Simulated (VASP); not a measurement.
Write the native input for VASP 6.6.1 that does the following.

```yaml
Task: relaxation of cell and atoms
Functional: PBE
Potentials_or_basis: VASP PAW PBE potentials, release 64 (Y_sv, Sb, S)
Cutoff: 600 eV
k_mesh: 4 × 4 × 2
Occupations: gaussian, width 0.1 eV
Spin: no spin polarisation
Dipole_correction: no
Further_INCAR_settings: ALGO = Normal; EDIFF = 1e-06; IBRION = 2; EDIFFG = -0.04; NSW = 90; ISIF = 3
```

The structure of YSbS5 lies in POSCAR:

```
YSbS5
1.0
    4.4556692400      0.0000000000      0.0000000000
    0.0000000000      4.4556692400      0.0000000000
    0.0000000000      0.0000000000      8.0028752700
Y Sb S
1 1 5
Direct
    0.0000000000      0.0000000000      0.5000000000
    0.5000000000      0.5000000000      0.0000000000
    0.0000000000      0.0000000000      0.0000000000
    0.5000000000      0.0000000000      0.7029939900
    0.0000000000      0.5000000000      0.7029939900
    0.5000000000      0.0000000000      0.2970060100
    0.0000000000      0.5000000000      0.2970060100
```

The input as run:

INCAR

```
SYSTEM = YSbS5
ALGO = Normal ; EDIFF = 1E-6
EDIFFG = -0.04 ; ENCUT = 600
GGA = PE ; IBRION = 2
ISIF = 3 ; ISMEAR = 0
LASPH = .True. ; LCHARG = .False.
LREAL = .False. ; LWAVE = .False.
NELM = 100 ; NSW = 90
PREC = Accurate ; SIGMA = 0.1
```

KPOINTS

```
k-points
0
Gamma
  4 4 2
  0 0 0
```

Potentials or basis: VASP PAW PBE potentials, release 64 (Y_sv, Sb, S).

The run is started by

```console
$ cat potpaw_PBE.64/Y_sv/POTCAR potpaw_PBE.64/Sb/POTCAR potpaw_PBE.64/S/POTCAR > POTCAR
$ mpirun -np 1 vasp_std > vasp.out
```

It gave:

* Relaxed volume: 22.67 Å³/atom
* Relaxed cell: a = 3.858 Å, b = 3.858 Å, c = 10.659 Å, α = 90.00°, β = 90.00°, γ = 90.00°
* Space group after relaxing (to 0.05 Å): P4/mmm (No. 123)
* Energy gained by relaxing: 222.6 meV/atom
* Ionic steps: 28
* Pressure after relaxing: 0.1 GPa
* Largest force after relaxing: 0.007 eV/Å
* Band gap on the k mesh: zero (band 23 reaches 6.45 eV, above the bottom of band 24 at 3.36 eV)

Caveat: the k points lie up to 0.41 Å⁻¹ apart in the final cell; spin-orbit coupling is left out, which moves the levels of the heavy elements; this functional lacks dispersion, which binds the layers, so the pressure and a relaxed spacing across them are unreliable.

Wall time 19 min on 1 thread of Intel(R) Xeon(R) Platinum 8259CL CPU @ 2.50GHz (Skylake/Cascade Lake), with other jobs on the host, peak memory 0.33 GiB.
